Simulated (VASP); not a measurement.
# TaN (P6_3mc) in VASP: further runs

TaN is run at these levels: PBE; tasks: electric field gradients.

Everything below comes from runs of VASP 6.6.1. Logs are shortened: lines on timing, memory, paths and dates and some standing lists are left out, and cuts for length are marked.

## Step 1: The cell of the first run

It takes space group P6_3mc (No. 186, hexagonal). The conventional cell has a = 2.989 Å, b = 2.989 Å, c = 4.940 Å, α = 90.00°, β = 90.00°, γ = 120.00°. Ta (site symmetry 3m) has 4 N at 1.82 to 1.90 Å within 2.4 Å. N (site symmetry 3m) has 4 Ta at 1.82 to 1.90 Å within 2.4 Å.

## Step 2: Electric field gradients, PBE (equal xx and yy strain of -2 %)

The input, INCAR:

```
SYSTEM = TaN
PREC = Accurate ; ENCUT = 520
EDIFF = 1E-8 ; ISMEAR = -1
SIGMA = 0.01 ; LREAL = .False.
LASPH = .True. ; NELM = 60
ALGO = Normal ; ISIF = 2
LWAVE = .False. ; LCHARG = .False.
GGA = PE ; LEFG = .True.
NBANDS = 24
```

The input, KPOINTS:

```
Automatic mesh
0
Gamma
  9 9 5
  0 0 0
```

The input, POSCAR:

```
TaN
1.0
    2.9890010687      0.0000000000      0.0000000000
   -1.4945005344      2.5885508575      0.0000000000
    0.0000000000      0.0000000000      4.9400000000
Ta N
2 2
Direct
    0.3333333333      0.6666666667      0.0000000000
    0.6666666667      0.3333333333      0.5000000000
    0.3333333333      0.6666666667      0.3850000000
    0.6666666667      0.3333333333      0.8850000000
```

Potentials or basis: VASP PAW PBE potentials, release 64 (Ta_pv, N).

Launch:

```
cat potpaw_PBE.64/Ta_pv/POTCAR potpaw_PBE.64/N/POTCAR > POTCAR
mpirun -np 1 vasp_std > vasp.out
```

OUTCAR:

```text
SYSTEM = TaN
   PREC = Accurate
   ENCUT = 520
   EDIFF = 1E-8
   ISMEAR = -1
   LREAL = .False.
   LASPH = .True.
   NELM = 60
   ISIF = 2
   GGA = PE

 ion  position               nearest neighbor table
   1  0.333  0.667  0.000-   4 1.82   4 1.82   4 1.82   3 1.90   2 3.01   2 3.01   2 3.01   2 3.01
                             2 3.01   2 3.01
   2  0.667  0.333  0.500-   3 1.82   3 1.82   3 1.82   4 1.90   1 3.01   1 3.01   1 3.01   1 3.01
                             1 3.01   1 3.01
   3  0.333  0.667  0.385-   2 1.82   2 1.82   2 1.82   1 1.90
   4  0.667  0.333  0.885-   1 1.82   1 1.82   1 1.82   2 1.90

  LATTYP: Found a hexagonal cell.
 ALAT       =     2.9890010687
 C/A-ratio  =     1.6527260735

  Lattice vectors:

 A1 = (   2.9890010687,   0.0000000000,   0.0000000000)
 A2 = (  -1.4945005344,   2.5885508575,   0.0000000000)
 A3 = (   0.0000000000,   0.0000000000,   4.9400000000)

Analysis of symmetry for initial positions (statically):
=====================================================================
 Subroutine PRICEL returns:
 Original cell was already a primitive cell.

 Routine SETGRP: Setting up the symmetry group for a
 hexagonal supercell.

 Subroutine GETGRP returns: Found 12 space group operations
 (whereof  6 operations were pure point group operations)
 out of a pool of 24 trial point group operations.

The static configuration has the point symmetry C_3v.
 The point group associated with its full space group is C_6v.

Analysis of symmetry for dynamics (positions and initial velocities):
=====================================================================
 Subroutine PRICEL returns:
 Original cell was already a primitive cell.

 Routine SETGRP: Setting up the symmetry group for a
 hexagonal supercell.

 Subroutine GETGRP returns: Found 12 space group operations
 (whereof  6 operations were pure point group operations)
 out of a pool of 24 trial point group operations.

The dynamic configuration has the point symmetry C_3v.
 The point group associated with its full space group is C_6v.

 Subroutine INISYM returns: Found 12 space group operations
 (whereof  6 operations are pure point group operations),
 and found     1 'primitive' translations
[... 142 lines left out ...]
  ---------------------------------------------------
  free energy    TOTEN  =       -36.00456816 eV

  energy without entropy =      -36.00355815  energy(sigma->0) =      -36.00406315

 E-fermi :  10.2791     XC(G=0): -13.7702

 val. band max:       10.2725995335   @ k =   0.1111   0.1111   0.4000
 cond. band min:      10.2963113821   @ k =   0.1111   0.0000   0.4000
 fundamental gap:      0.0237118486
 Fermi energy:        10.2790665059

 k-point     1 :       0.0000    0.0000    0.0000
  band No.  band energies     occupation
      1     -25.9288      2.00000
      2     -24.7118      2.00000
      3     -24.7118      2.00000
      4     -24.5131      2.00000
      5     -24.5131      2.00000
      6     -24.4306      2.00000
[... 637 lines left out ...]
     23      18.5268      0.00000
     24      18.5268      0.00000

 [... further k-points ...]

------------------------ aborting loop because EDIFF is reached ----------------------------------------

  FORCE on cell =-STRESS in cart. coord.  units (eV):
  Direction    XX          YY          ZZ          XY          YZ          ZX
  --------------------------------------------------------------------------------------
  -------------------------------------------------------------------------------------
  Total       44.9383260     44.9383260     34.5444281     -0.0000000      0.0000000      0.0000000
  in kB     1883.7260844   1883.7260845   1448.0343621     -0.0000000      0.0000000      0.0000000
  external PRESSURE =    1738.4955103 kB  Pullay stress =       0.0000000 kB

 VOLUME and BASIS-vectors are now :
 -----------------------------------------------------------------------------
  energy-cutoff  :      520.00
  volume of cell :       38.22
      direct lattice vectors                 reciprocal lattice vectors
     2.989001069  0.000000000  0.000000000     0.334559934  0.193158268  0.000000000
    -1.494500534  2.588550858  0.000000000     0.000000000  0.386316536  0.000000000
     0.000000000  0.000000000  4.940000000     0.000000000  0.000000000  0.202429150

 POSITION                                       TOTAL-FORCE (eV/Angst)
 -----------------------------------------------------------------------------------
     -0.00000      1.72570      0.00000        -0.000000     -0.000000      3.624857
      1.49450      0.86285      2.47000        -0.000000      0.000000      3.624857
     -0.00000      1.72570      1.90190        -0.000000      0.000000     -3.624857
      1.49450      0.86285      4.37190         0.000000      0.000000     -3.624857
 -----------------------------------------------------------------------------------
    total drift:                               -0.000000     -0.000000      0.000039

  FREE ENERGIE OF THE ION-ELECTRON SYSTEM (eV)
  ---------------------------------------------------
  free  energy   TOTEN  =       -36.0045681562 eV

  energy  without entropy=      -36.0035581519  energy(sigma->0) =      -36.00406315

 Electric field gradients (V/A^2)
---------------------------------------------------------------------
 ion       V_xx      V_yy      V_zz      V_xy      V_xz      V_yz
---------------------------------------------------------------------
   1     -77.806   -77.806   155.613     0.000    -0.000     0.000
   2     -77.806   -77.806   155.613     0.000     0.000    -0.000
   3      -5.615    -5.613    11.228     0.001     0.000    -0.000
   4      -5.615    -5.613    11.228     0.001    -0.000     0.000
---------------------------------------------------------------------

 Electric field gradients after diagonalization (V/A^2)
 (convention: |V_zz| > |V_xx| > |V_yy|)
----------------------------------------------------------------------
 ion       V_xx      V_yy      V_zz     asymmetry (V_yy - V_xx)/ V_zz
----------------------------------------------------------------------
   1     -77.806   -77.806   155.613       0.000
   2     -77.806   -77.806   155.613       0.000
   3      -5.615    -5.613    11.228       0.000
   4      -5.615    -5.613    11.228       0.000
----------------------------------------------------------------------

           NMR quadrupolar parameters

 Cq : quadrupolar parameter    Cq=e*Q*V_zz/h
 eta: asymmetry parameters     (V_yy - V_xx)/ V_zz
 Q  : nuclear electric quadrupole moment in mb (millibarn)
----------------------------------------------------------------------
 ion       Cq(MHz)       eta       Q (mb)
----------------------------------------------------------------------
   1       0.376       0.000       1.000
   2       0.376       0.000       1.000
   3       0.027       0.000       1.000
   4       0.027       0.000       1.000
----------------------------------------------------------------------
```

stdout:

```text
POSCAR found type information on POSCAR TaN
 POSCAR found :  2 types and       4 ions
 scaLAPACK will be used
 LDA part: xc-table for (Slater+PW92), standard interpolation
 POSCAR, INCAR and KPOINTS ok, starting setup
 FFT: planning ... GRIDC
 FFT: planning ... GRID_SOFT
 FFT: planning ... GRID
 WAVECAR not read
 entering main loop
ion   1

ion   2

ion   3

ion   4
```

Run time: 22 s. Hardware: 1 thread of Intel Xeon 6975P-C, shared host; peak memory 0.18 GiB.

What came out:

* Free energy: -36.0046 eV
* Pressure: 173.8 GPa
* Largest force: 3.625 eV/Å
* Band gap on the k mesh: zero (band 16 reaches 10.88 eV, above the bottom of band 17 at 8.49 eV)

Forces in eV/Å, atoms in the order of the input:
```
Ta   0.000  0.000  3.625
Ta   0.000  0.000  3.625
N    0.000  0.000 -3.625
N    0.000  0.000 -3.625
```

Levels at points of the mesh, in eV from the Fermi level:
```csv
k point,band 14,band 15,band 16,band 17,band 18,band 19
"(0.00, 0.00, 0.00)",-7.79,-0.78,-0.78,-0.31,2.36,2.78
```

Electric field gradients, principal values (V/Å²):
| atom | least | middle | greatest (by size) |
| --- | --- | --- | --- |
| 1 Ta | -77.806 | -77.806 | 155.613 |
| 2 Ta | -77.806 | -77.806 | 155.613 |
| 3 N | -5.613 | -5.615 | 11.228 |
| 4 N | -5.613 | -5.615 | 11.228 |

Caveat: the cell differs from its parent crystal (equal xx and yy strain of -2 %); without QUAD_EFG the Cq values of the log hold for a quadrupole moment of 1 mb, not for the nuclei; spin-orbit coupling is left out, which moves the levels of the heavy elements; forces of over 1 eV/Å act on the atoms, so gaps and moduli don't describe the material at rest.

## Step 3: Electric field gradients, PBE (equal xx and yy strain of -2 %)

The input, INCAR:

```
ALGO = Normal
EDIFF = 1E-8
ENCUT = 520
GGA = PE
ISIF = 2
ISMEAR = -1
LASPH = T
LCHARG = F
LEFG = T
LREAL = F
LWAVE = F
NBANDS = 24
NELM = 80
PREC = Accurate
SIGMA = 0.01
```

The input, KPOINTS:

```
k-points
0
Gamma
  9 9 5
```

POSCAR is that of step 2.

Potentials or basis: VASP PAW PBE potentials, release 64 (Ta_pv, N).

Launch:

```
cat potpaw_PBE.64/Ta_pv/POTCAR potpaw_PBE.64/N/POTCAR > POTCAR
mpirun -np 1 vasp_std > vasp.out
```

OUTCAR:

```text
EDIFF = 1E-8
   ENCUT = 520
   GGA = PE
   ISIF = 2
   ISMEAR = -1
   LASPH = T
   LREAL = F
   NELM = 80
   PREC = Accurate

 ion  position               nearest neighbor table
   1  0.333  0.667  0.000-   4 1.82   4 1.82   4 1.82   3 1.90   2 3.01   2 3.01   2 3.01   2 3.01
                             2 3.01   2 3.01
   2  0.667  0.333  0.500-   3 1.82   3 1.82   3 1.82   4 1.90   1 3.01   1 3.01   1 3.01   1 3.01
                             1 3.01   1 3.01
   3  0.333  0.667  0.385-   2 1.82   2 1.82   2 1.82   1 1.90
   4  0.667  0.333  0.885-   1 1.82   1 1.82   1 1.82   2 1.90

  LATTYP: Found a hexagonal cell.
 ALAT       =     2.9890010687
 C/A-ratio  =     1.6527260735

  Lattice vectors:

 A1 = (   2.9890010687,   0.0000000000,   0.0000000000)
 A2 = (  -1.4945005344,   2.5885508575,   0.0000000000)
 A3 = (   0.0000000000,   0.0000000000,   4.9400000000)

Analysis of symmetry for initial positions (statically):
=====================================================================
 Subroutine PRICEL returns:
 Original cell was already a primitive cell.

 Routine SETGRP: Setting up the symmetry group for a
 hexagonal supercell.

 Subroutine GETGRP returns: Found 12 space group operations
 (whereof  6 operations were pure point group operations)
 out of a pool of 24 trial point group operations.

The static configuration has the point symmetry C_3v.
 The point group associated with its full space group is C_6v.

Analysis of symmetry for dynamics (positions and initial velocities):
=====================================================================
[... 821 lines left out ...]

  FORCE on cell =-STRESS in cart. coord.  units (eV):
  Direction    XX          YY          ZZ          XY          YZ          ZX
  --------------------------------------------------------------------------------------
  -------------------------------------------------------------------------------------
  Total       44.9383260     44.9383260     34.5444281     -0.0000000      0.0000000      0.0000000
  in kB     1883.7260844   1883.7260845   1448.0343621     -0.0000000      0.0000000      0.0000000
  external PRESSURE =    1738.4955103 kB  Pullay stress =       0.0000000 kB

 VOLUME and BASIS-vectors are now :
 -----------------------------------------------------------------------------
  energy-cutoff  :      520.00
  volume of cell :       38.22
      direct lattice vectors                 reciprocal lattice vectors
     2.989001069  0.000000000  0.000000000     0.334559934  0.193158268  0.000000000
    -1.494500534  2.588550858  0.000000000     0.000000000  0.386316536  0.000000000
     0.000000000  0.000000000  4.940000000     0.000000000  0.000000000  0.202429150

 POSITION                                       TOTAL-FORCE (eV/Angst)
 -----------------------------------------------------------------------------------
     -0.00000      1.72570      0.00000        -0.000000     -0.000000      3.624857
      1.49450      0.86285      2.47000        -0.000000      0.000000      3.624857
     -0.00000      1.72570      1.90190        -0.000000      0.000000     -3.624857
      1.49450      0.86285      4.37190         0.000000      0.000000     -3.624857
 -----------------------------------------------------------------------------------
    total drift:                               -0.000000     -0.000000      0.000039

  FREE ENERGIE OF THE ION-ELECTRON SYSTEM (eV)
  ---------------------------------------------------
  free  energy   TOTEN  =       -36.0045681562 eV

  energy  without entropy=      -36.0035581519  energy(sigma->0) =      -36.00406315

 Electric field gradients (V/A^2)
---------------------------------------------------------------------
 ion       V_xx      V_yy      V_zz      V_xy      V_xz      V_yz
---------------------------------------------------------------------
   1     -77.806   -77.806   155.613     0.000    -0.000     0.000
   2     -77.806   -77.806   155.613     0.000     0.000    -0.000
   3      -5.615    -5.613    11.228     0.001     0.000    -0.000
   4      -5.615    -5.613    11.228     0.001    -0.000     0.000
---------------------------------------------------------------------

 Electric field gradients after diagonalization (V/A^2)
 (convention: |V_zz| > |V_xx| > |V_yy|)
----------------------------------------------------------------------
 ion       V_xx      V_yy      V_zz     asymmetry (V_yy - V_xx)/ V_zz
----------------------------------------------------------------------
   1     -77.806   -77.806   155.613       0.000
   2     -77.806   -77.806   155.613       0.000
   3      -5.615    -5.613    11.228       0.000
   4      -5.615    -5.613    11.228       0.000
----------------------------------------------------------------------

           NMR quadrupolar parameters

 Cq : quadrupolar parameter    Cq=e*Q*V_zz/h
 eta: asymmetry parameters     (V_yy - V_xx)/ V_zz
 Q  : nuclear electric quadrupole moment in mb (millibarn)
----------------------------------------------------------------------
 ion       Cq(MHz)       eta       Q (mb)
----------------------------------------------------------------------
   1       0.376       0.000       1.000
   2       0.376       0.000       1.000
   3       0.027       0.000       1.000
   4       0.027       0.000       1.000
----------------------------------------------------------------------
```

OSZICAR:

```text
N       E                     dE             d eps       ncg     rms          rms(c)
DAV:   1     0.291822317058E+03    0.29182E+03   -0.17888E+04  1728   0.145E+03
DAV:   2    -0.294837482131E+02   -0.32131E+03   -0.30685E+03  2072   0.429E+02
DAV:   3    -0.432613352674E+02   -0.13778E+02   -0.13639E+02  2136   0.886E+01
DAV:   4    -0.433808778603E+02   -0.11954E+00   -0.11937E+00  1928   0.877E+00
DAV:   5    -0.433820500699E+02   -0.11722E-02   -0.11719E-02  2200   0.757E-01    0.649E+01
DAV:   6    -0.361031627194E+02    0.72789E+01   -0.22779E+01  2008   0.386E+01    0.278E+01
DAV:   7    -0.360420460749E+02    0.61117E-01   -0.96300E-01  1880   0.782E+00    0.140E+01
DAV:   8    -0.360083189060E+02    0.33727E-01   -0.42325E-02  2112   0.150E+00    0.160E+00
DAV:   9    -0.360045457402E+02    0.37732E-02   -0.10784E-02  2056   0.827E-01    0.145E-01
DAV:  10    -0.360045734935E+02   -0.27753E-04   -0.59347E-04  2016   0.199E-01    0.392E-02
DAV:  11    -0.360045682566E+02    0.52368E-05   -0.24327E-05  2120   0.452E-02    0.138E-02
DAV:  12    -0.360045685463E+02   -0.28961E-06   -0.31312E-06  2040   0.165E-02    0.405E-03
DAV:  13    -0.360045681858E+02    0.36047E-06   -0.34609E-07  2016   0.508E-03    0.148E-03
DAV:  14    -0.360045681415E+02    0.44331E-07   -0.30742E-08  1768   0.183E-03    0.417E-04
DAV:  15    -0.360045681530E+02   -0.11517E-07   -0.33424E-09  1120   0.574E-04    0.565E-05
DAV:  16    -0.360045681562E+02   -0.32505E-08   -0.42729E-10  1064   0.189E-04
   1 F= -.36004568E+02 E0= -.36004063E+02  d E =-.101000E-02
```

stdout:

```text
POSCAR found type information on POSCAR TaN
 POSCAR found :  2 types and       4 ions
 scaLAPACK will be used
 LDA part: xc-table for (Slater+PW92), standard interpolation
 POSCAR, INCAR and KPOINTS ok, starting setup
 FFT: planning ... GRIDC
 FFT: planning ... GRID_SOFT
 FFT: planning ... GRID
 WAVECAR not read
 entering main loop
ion   1

ion   2

ion   3

ion   4
```

It took 24 s on 1 thread of Intel Xeon 6975P-C, shared host; peak memory 0.18 GiB.

What came out:

| Property | Result |
| --- | --- |
| Free energy | -36.0046 eV |
| Pressure | 173.8 GPa |
| Largest force | 3.625 eV/Å |
| Band gap on the k mesh | zero (band 16 reaches 10.88 eV, above the bottom of band 17 at 8.49 eV) |

Forces on the atoms (eV/Å):
```
Ta   0.000  0.000  3.625
Ta   0.000  0.000  3.625
N    0.000  0.000 -3.625
N    0.000  0.000 -3.625
```

Stress tensor (GPa, compression positive):
```
188.37   0.00   0.00
  0.00 188.37   0.00
  0.00   0.00 144.80
```

Electric field gradients, principal values (V/Å²):
```csv
atom,least,middle,greatest (by size)
1 Ta,-77.806,-77.806,155.613
2 Ta,-77.806,-77.806,155.613
3 N,-5.613,-5.615,11.228
4 N,-5.613,-5.615,11.228
```

Caveat: the cell differs from its parent crystal (equal xx and yy strain of -2 %); without QUAD_EFG the Cq values of the log hold for a quadrupole moment of 1 mb, not for the nuclei; spin-orbit coupling is left out, which moves the levels of the heavy elements; forces of over 1 eV/Å act on the atoms, so gaps and moduli don't describe the material at rest.

(Part 1 of 2 ends here.)
